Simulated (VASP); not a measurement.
# Al (Fd-3m) in VASP: notebook

Al is run at these levels: PBEsol; tasks: relaxation of cell and atoms.

Everything below comes from runs of VASP 6.6.1. Logs are shortened: lines on timing, memory, paths and dates and some standing lists are left out, and cuts for length are marked.

## (1) The cell of the first run

It takes space group Fd-3m (No. 227, cubic). Conventional cell: a = 5.570 Å, b = 5.570 Å, c = 5.570 Å, α = 90.00°, β = 90.00°, γ = 90.00°. Al (site symmetry -43m) has 4 Al at 2.41 Å within 3.2 Å.

## (2) Relaxation of cell and atoms, PBEsol, target pressure 5 GPa, at which the enthalpy is minimised

INCAR

```
SYSTEM = Al
  PREC = Accurate
  ENCUT = 600
  EDIFF = 1E-6
  ISMEAR = -1
  SIGMA = 0.05
  LREAL = .FALSE.
  LASPH = .TRUE.
  NELM = 60
  ALGO = Normal
  ISIF = 3
  LWAVE = .FALSE.
  LCHARG = .FALSE.
  GGA = PS
  IBRION = 2
  NSW = 60
  EDIFFG = -0.01
  PSTRESS = 50.0
```

KPOINTS

```
Automatic mesh
0
G
  14 14 14
  0 0 0
```

POSCAR

```
Al
1.0
    0.0000000000      2.7850000000      2.7850000000
    2.7850000000      0.0000000000      2.7850000000
    2.7850000000      2.7850000000      0.0000000000
Al
2
Direct
    0.0000000000      0.0000000000      0.0000000000
    0.2500000000      0.2500000000      0.2500000000
```

Potentials or basis: VASP PAW PBE potentials, release 64 (Al).

On the command line:

```
cat potpaw_PBE.64/Al/POTCAR > POTCAR
mpirun -np 1 vasp_std > vasp.out
```

OUTCAR:

```text
SYSTEM = Al
   PREC = Accurate
   ENCUT = 600
   EDIFF = 1E-6
   ISMEAR = -1
   LREAL = .FALSE.
   LASPH = .TRUE.
   NELM = 60
   ISIF = 3
   GGA = PS
   IBRION = 2
   NSW = 60
   EDIFFG = -0.01
   PSTRESS = 50.0

 ion  position               nearest neighbor table
   1  0.000  0.000  0.000-   2 2.41   2 2.41   2 2.41   2 2.41
   2  0.250  0.250  0.250-   1 2.41   1 2.41   1 2.41   1 2.41

  LATTYP: Found a face centered cubic cell.
 ALAT       =     5.5700000000

  Lattice vectors:

 A1 = (   0.0000000000,   2.7850000000,   2.7850000000)
 A2 = (   2.7850000000,   0.0000000000,   2.7850000000)
 A3 = (   2.7850000000,   2.7850000000,   0.0000000000)

Analysis of symmetry for initial positions (statically):
=====================================================================
 Subroutine PRICEL returns:
 Original cell was already a primitive cell.

 Routine SETGRP: Setting up the symmetry group for a
 face centered cubic supercell.

 Subroutine GETGRP returns: Found 48 space group operations
 (whereof 24 operations were pure point group operations)
 out of a pool of 48 trial point group operations.

The static configuration has the point symmetry T_d .
 The point group associated with its full space group is O_h .

Analysis of symmetry for dynamics (positions and initial velocities):
=====================================================================
 Subroutine PRICEL returns:
 Original cell was already a primitive cell.

 Routine SETGRP: Setting up the symmetry group for a
 face centered cubic supercell.

 Subroutine GETGRP returns: Found 48 space group operations
 (whereof 24 operations were pure point group operations)
 out of a pool of 48 trial point group operations.

The dynamic configuration has the point symmetry T_d .
 The point group associated with its full space group is O_h .

 Subroutine INISYM returns: Found 48 space group operations
 (whereof 24 operations are pure point group operations),
 and found     1 'primitive' translations

----------------------------------------------------------------------------------------

                                     Primitive cell

  volume of cell :      43.2022

  direct lattice vectors                    reciprocal lattice vectors
     0.000000000  2.785000000  2.785000000    -0.179533214  0.179533214  0.179533214
     2.785000000  0.000000000  2.785000000     0.179533214 -0.179533214  0.179533214
     2.785000000  2.785000000  0.000000000     0.179533214  0.179533214 -0.179533214

  length of vectors
     3.938584771  3.938584771  3.938584771     0.310960648  0.310960648  0.310960648

  position of ions in fractional coordinates (direct lattice)
     0.000000000  0.000000000  0.000000000
     0.250000000  0.250000000  0.250000000

  ion indices of the primitive-cell ions
   primitive index   ion index
                 1           1
                 2           2

----------------------------------------------------------------------------------------

 KPOINTS: Automatic mesh

Automatic generation of k-mesh.
 Grid dimensions read from file:
 generate k-points for:   14   14   14

 Generating k-lattice:

  Cartesian coordinates                     Fractional coordinates (reciprocal lattice)
    -0.012823801  0.012823801  0.012823801     0.071428571  0.000000000  0.000000000
     0.012823801 -0.012823801  0.012823801     0.000000000  0.071428571  0.000000000
     0.012823801  0.012823801 -0.012823801     0.000000000  0.000000000  0.071428571

  Length of vectors
     0.022211475  0.022211475  0.022211475

  Shift w.r.t. Gamma in fractional coordinates (k-lattice)
     0.000000000  0.000000000  0.000000000

 Subroutine IBZKPT returns following result:
 ===========================================

 Found    104 irreducible k-points:

 Following reciprocal coordinates:
            Coordinates               Weight
  0.000000  0.000000  0.000000      1.000000
  0.071429  0.000000  0.000000      8.000000
  0.142857  0.000000  0.000000      8.000000
  0.214286  0.000000  0.000000      8.000000
  0.285714  0.000000  0.000000      8.000000
  0.357143  0.000000  0.000000      8.000000
[... 16 lines left out ...]
  0.214286  0.142857  0.000000     24.000000
  0.285714  0.142857  0.000000     24.000000
 [... further k-points ...]
   k-points           NKPTS =    104   k-points in BZ     NKDIM =    104   number of bands    NBANDS=      7
   number of dos      NEDOS =    301   number of ions     NIONS =      2
   total plane-waves  NPLWV =  32768
   dimension x,y,z NGX =    32 NGY =   32 NGZ =   32
   dimension x,y,z NGXF=    64 NGYF=   64 NGZF=   64
   ions per type =               2
   NGX,Y,Z   is equivalent  to a cutoff of  13.51, 13.51, 13.51 a.u.
   NGXF,Y,Z  is equivalent  to a cutoff of  27.01, 27.01, 27.01 a.u.
 SYSTEM =  Al
   PREC   = accura    normal or accurate (medium, high low for compatibility)
   ISTART =      0    job   : 0-new  1-cont  2-samecut
   ICHARG =      2    charge: 1-file 2-atom 10-const
   ISPIN  =      1    spin polarized calculation?
   LNONCOLLINEAR =      F non collinear calculations
   LSORBIT =      F    spin-orbit coupling
   LASPH  =      T    aspherical Exc in radial PAW
   ENCUT  =  600.0 eV  44.10 Ry    6.64 a.u.   7.87  7.87  7.87*2*pi/ulx,y,z
   NELM   =     60;   NELMIN=  2; NELMDL= -5     # of ELM steps
   EDIFF  = 0.1E-05   stopping-criterion for ELM
   LREAL  =      F    real-space projection
   EDIFFG = -.1E-01   stopping-criterion for IOM
   NSW    =     60    number of steps for IOM
   IBRION =      2    ionic relax: 0-MD 1-quasi-New 2-CG
   NFREE  =      1    steps in history (QN), initial steepest desc. (CG)
   ISIF   =      3    stress and relaxation
   ISYM   =      2    0-nonsym 1-usesym 2-fastsym
   POTIM  = 0.5000    time-step for ionic-motion
   TEBEG  =    0.0;   TEEND  =   0.0 temperature during run
   PSTRESS=   50.0 pullay stress
   NELECT =       6.0000    total number of electrons
   NUPDOWN=      -1.0000    fix difference up-down
   EMIN   =  10.00;   EMAX   =-10.00  energy-range for DOS
   EFERMI =   0.00;   METHOD = LEGACY
   ISMEAR =    -1;   SIGMA  =   0.05  broadening in eV -4-tet -1-fermi 0-gaus
   EFERMI_NEDOS =   21; number of points for ismear=-14 and -15
   IALGO  =     38    algorithm
   IMIX   =      4    mixing-type and parameters
     AMIX     =   0.40;   BMIX     =  1.00
     AMIX_MAG =   1.60;   BMIX_MAG =  1.00
  volume/ion in A,a.u.               =      21.60       145.77
  Fermi-wavevector in a.u.,A,eV,Ry     =   0.847793  1.602097  9.779238  0.718754
  Thomas-Fermi vector in A             =   1.963355
   LORBIT       =      0    0 simple, 1 ext, 2 COOP (PROOUT), +10 PAW based schemes
   GGA     = PS    functional components
   LHFCALC =     F    Hartree Fock is set to
   AEXX    =    0.0000 exact exchange contribution
   IVDW    =     0    specifies the selected vdW correction
   LEPSILON=     F    determine dielectric tensor
   LRPA    =     F    only Hartree local field effects (RPA)
 conjugate gradient relaxation of ions
 non-spin polarized calculation
  energy-cutoff  :      600.00
  volume of cell :       43.20
 maximum number of plane-waves:      1464
   NGX = 15   NGY = 15   NGZ = 15

--------------------------------------- Ionic step        1  -------------------------------------------

 number of electron       6.0000000 magnetization

 Free energy of the ion-electron system (eV)
  ---------------------------------------------------
  ext. energy  EPLUGINS =         0.00000000
  ---------------------------------------------------
  free energy    TOTEN  =        -6.12580293 eV

  energy without entropy =       -6.11572364  energy(sigma->0) =       -6.12076328

------------------------ aborting loop because EDIFF is reached ----------------------------------------

  FORCE on cell =-STRESS in cart. coord.  units (eV):
  Direction    XX          YY          ZZ          XY          YZ          ZX
  --------------------------------------------------------------------------------------
  -------------------------------------------------------------------------------------
  Total        3.7192622      3.7192622      3.7192622      0.0000000      0.0000000      0.0000000
  in kB      137.9309664    137.9309664    137.9309664      0.0000000      0.0000000      0.0000000
  external PRESSURE =      87.9309664 kB  Pullay stress =      50.0000000 kB
[... 23 lines left out ...]
  enthalpy is  TOTEN    =        -4.7775697322 eV   P V=        1.3482331962

--------------------------------------- Ionic step        2  -------------------------------------------

 number of electron       6.0000000 magnetization

 E-fermi :   3.2512     XC(G=0):  -8.5043

 val. band max:        3.2472699973   @ k =  -0.4286   0.2857   0.0714
 cond. band min:       3.2794633966   @ k =   0.5000   0.2857   0.0000
 fundamental gap:      0.0321933993
 Fermi energy:         3.2511608773

 k-point     1 :       0.0000    0.0000    0.0000
  band No.  band energies     occupation
      1      -4.9436      2.00000
      2       5.5166      0.00000
      3       5.5166      0.00000
      4       5.5166      0.00000
      5       7.3461      0.00000
      6       7.3461      0.00000
      7       7.3461      0.00000
[... 265 lines left out ...]
  enthalpy is  TOTEN    =        -4.8950130961 eV   P V=        1.5930414281

--------------------------------------- Ionic step        3  -------------------------------------------

 number of electron       6.0000000 magnetization

 Free energy of the ion-electron system (eV)
  ---------------------------------------------------
  ext. energy  EPLUGINS =         0.00000000
  ---------------------------------------------------
  free energy    TOTEN  =        -6.43341130 eV

  energy without entropy =       -6.42167550  energy(sigma->0) =       -6.42754340

 E-fermi :   3.5845     XC(G=0):  -8.6654

 val. band max:        3.5755627623   @ k =   0.4286   0.2857   0.0000
 cond. band min:       3.6134181585   @ k =   0.5000   0.2857   0.0000
 fundamental gap:      0.0378553963
 Fermi energy:         3.5845019876

 k-point     1 :       0.0000    0.0000    0.0000
  band No.  band energies     occupation
      1      -4.8263      2.00000
      2       5.9456      0.00000
      3       5.9456      0.00000
      4       5.9456      0.00000
      5       7.7765      0.00000
      6       7.7765      0.00000
      7       7.7765      0.00000
[... 259 lines left out ...]
  FREE ENERGIE OF THE ION-ELECTRON SYSTEM (eV)
  ---------------------------------------------------
  free  energy   TOTEN  =        -6.4334112991 eV

  energy  without entropy=       -6.4216755028  energy(sigma->0) =       -6.42754340

  enthalpy is  TOTEN    =        -4.9147851800 eV   P V=        1.5186261191

 reached required accuracy - stopping structural energy minimisation
```

Wall time 62 s (1 thread of Intel Xeon Platinum 8375C at 2.90GHz (Ice Lake), shared host); peak memory 0.19 GiB.

Results:

```
Free energy                                            : -6.4334 eV
Relaxed volume                                         : 24.33 Å³/atom
Relaxed cell                                           : a = 4.098 Å, b = 4.098 Å, c = 4.098 Å, α = 60.00°, β = 60.00°, γ = 60.00°
Space group after relaxing (to 0.05 Å)                 : Fd-3m (No. 227)
Energy change on relaxing (the enthalpy is what falls) : -153.8 meV/atom
Ionic steps                                            : 3
Pressure after relaxing                                : 5.0 GPa
Band gap on the k mesh                                 : zero (band 3 reaches 5.95 eV, above the bottom of band 4 at 1.98 eV)
```

The path:
```tsv
step	energy change (eV)	largest force (eV/Å)	pressure (GPa)	volume (Å³)
1	0.0000	0.0000	13.79	43.20
2	-0.3623	0.0000	2.42	51.05
3	-0.3076	0.0000	5.03	48.66
```

Final structure:
```yaml
crystal:
  lattice:
    - [0.00000, 2.89770, 2.89770]
    - [2.89770, 0.00000, 2.89770]
    - [2.89770, 2.89770, 0.00000]
  atoms:
    - { symbol: Al, position: [0.00000, 0.00000, 0.00000] }
    - { symbol: Al, position: [0.25000, 0.25000, 0.25000] }
```

Levels at points of the mesh, in eV from the Fermi level:
```csv
k point,band 1,band 2,band 3,band 4,band 5,band 6,band 7
"(0.00, 0.00, 0.00)",-8.41,2.36,2.36,2.36,4.19,4.19,4.19
"(0.50, 0.00, 0.00)",-6.10,-4.19,1.25,1.25,3.75,4.50,4.50
"(0.50, 0.50, 0.00)",-4.51,-4.51,-0.44,-0.44,2.04,2.04,11.30
```

Caveat: the cell is relaxed towards a set pressure, so the enthalpy falls and the energy may rise; the PAW data sets were made with another functional, which shifts forces and pressure a little.

## (3) Relaxation of cell and atoms, PBEsol, target pressure 10 GPa, at which the enthalpy is minimised

INCAR

```
  PREC = Accurate
  ENCUT = 600
  EDIFF = 1E-6
  ISMEAR = -1
  SIGMA = 0.05
  LREAL = False
  LASPH = True
  NELM = 100
  ALGO = Normal
  ISIF = 3
  LWAVE = False
  LCHARG = False
  GGA = PS
  IBRION = 2
  NSW = 60
  EDIFFG = -0.01
  PSTRESS = 100.0
```

KPOINTS

```
Automatic mesh
0
Gamma
  14 14 14
```

POSCAR is that of step 2.

Potentials or basis: VASP PAW PBE potentials, release 64 (Al).

On the command line:

```
cat potpaw_PBE.64/Al/POTCAR > POTCAR
mpirun -np 1 vasp_std > vasp.out
```

OUTCAR:

```text
PREC = Accurate
   ENCUT = 600
   EDIFF = 1E-6
   ISMEAR = -1
   LREAL = False
   LASPH = True
   NELM = 100
   ISIF = 3
   GGA = PS
   IBRION = 2
   NSW = 60
   EDIFFG = -0.01
   PSTRESS = 100.0

 ion  position               nearest neighbor table
   1  0.000  0.000  0.000-   2 2.41   2 2.41   2 2.41   2 2.41
   2  0.250  0.250  0.250-   1 2.41   1 2.41   1 2.41   1 2.41

  LATTYP: Found a face centered cubic cell.
 ALAT       =     5.5700000000

  Lattice vectors:

 A1 = (   0.0000000000,   2.7850000000,   2.7850000000)
 A2 = (   2.7850000000,   0.0000000000,   2.7850000000)
 A3 = (   2.7850000000,   2.7850000000,   0.0000000000)

Analysis of symmetry for initial positions (statically):
[... 255 lines left out ...]
  ext. energy  EPLUGINS =         0.00000000
  ---------------------------------------------------
  free energy    TOTEN  =        -6.27522899 eV

  energy without entropy =       -6.26461653  energy(sigma->0) =       -6.26992276

 E-fermi :   4.1239     XC(G=0):  -8.9163

 val. band max:        4.1154586325   @ k =   0.4286   0.2857   0.0000
 cond. band min:       4.1565378694   @ k =   0.5000   0.1429   0.0000
 fundamental gap:      0.0410792369
 Fermi energy:         4.1238720589

 k-point     1 :       0.0000    0.0000    0.0000
  band No.  band energies     occupation
      1      -4.6321      2.00000
      2       6.6406      0.00000
      3       6.6406      0.00000
      4       6.6406      0.00000
      5       8.4686      0.00000
      6       8.4686      0.00000
      7       8.4686      0.00000
[... 221 lines left out ...]
 k-point    24 :       0.2857    0.1429    0.0000
  band No.  band energies     occupation
      1      -3.6731      2.00000
      2       3.1664      2.00000
      3       5.0010      0.00000
      4       5.1195      0.00000
      5       7.8553      0.00000
      6       9.5179      0.00000
      7      10.3505      0.00000

 [... further k-points ...]
[... 5 lines left out ...]
  --------------------------------------------------------------------------------------
  -------------------------------------------------------------------------------------
  Total        2.8227452      2.8227452      2.8227452     -0.0000000     -0.0000000     -0.0000000
  in kB       99.9998006     99.9998006     99.9998006     -0.0000000     -0.0000000     -0.0000000
  external PRESSURE =      -0.0001994 kB  Pullay stress =     100.0000000 kB
[... 21 lines left out ...]
  energy  without entropy=       -6.2646165335  energy(sigma->0) =       -6.26992276

  enthalpy is  TOTEN    =        -3.4524781628 eV   P V=        2.8227508274

 reached required accuracy - stopping structural energy minimisation
```

OSZICAR:

```text
N       E                     dE             d eps       ncg     rms          rms(c)
DAV:   1     0.162991598101E+01    0.16299E+01   -0.22078E+03  1463   0.686E+02
[... 19 lines left out ...]
       N       E                     dE             d eps       ncg     rms          rms(c)
DAV:   1    -0.627713031654E+01    0.68326E-01   -0.93893E-02  1673   0.189E+00    0.273E-01
DAV:   2    -0.627592967664E+01    0.12006E-02   -0.17321E-03  1939   0.310E-01    0.936E-02
DAV:   3    -0.627526756252E+01    0.66211E-03   -0.90536E-04  1624   0.141E-01    0.421E-02
DAV:   4    -0.627522812235E+01    0.39440E-04   -0.89085E-05  1981   0.501E-02    0.297E-02
DAV:   5    -0.627522930422E+01   -0.11819E-05   -0.16552E-06  1582   0.108E-02    0.457E-03
DAV:   6    -0.627522899018E+01    0.31404E-06   -0.64810E-08   882   0.186E-03
   3 F= -.34524782E+01 E0= -.34471719E+01  d E =-.231416E-01
```

Run time: 60 s. Hardware: 1 thread of Intel Xeon Platinum 8375C at 2.90GHz (Ice Lake), shared host; peak memory 0.19 GiB.

What came out:

```yaml
Free_energy: -6.2752 eV
Relaxed_volume: 22.61 Å³/atom
Relaxed_cell: a = 3.999 Å, b = 3.999 Å, c = 3.999 Å, α = 60.00°, β = 60.00°, γ = 60.00°
Space_group_after_relaxing_to_0.05_Å: Fd-3m (No. 227)
Energy_change_on_relaxing_the_enthalpy_is_what_falls: -74.7 meV/atom
Ionic_steps: 3
Pressure_after_relaxing: 10.0 GPa
Band_gap_on_the_k_mesh: zero (band 3 reaches 6.64 eV, above the bottom of band 4 at 2.37 eV)
```

Step by step:
```csv
step,energy change (eV),largest force (eV/Å),pressure (GPa),volume (Å³)
1,0.0000,0.0000,13.79,43.20
2,-0.2197,0.0000,7.99,46.48
3,-0.1494,0.0000,10.00,45.23
```

Final structure:
```
CELL_PARAMETERS angstrom
0.00000 2.82782 2.82782
2.82782 0.00000 2.82782
2.82782 2.82782 0.00000
ATOMIC_POSITIONS crystal
Al 0.00000 0.00000 0.00000
Al 0.25000 0.25000 0.25000
```

Caveat: the cell is relaxed towards a set pressure, so the enthalpy falls and the energy may rise; the PAW data sets were made with another functional, which shifts forces and pressure a little.

(Part 1 of 2 ends here.)
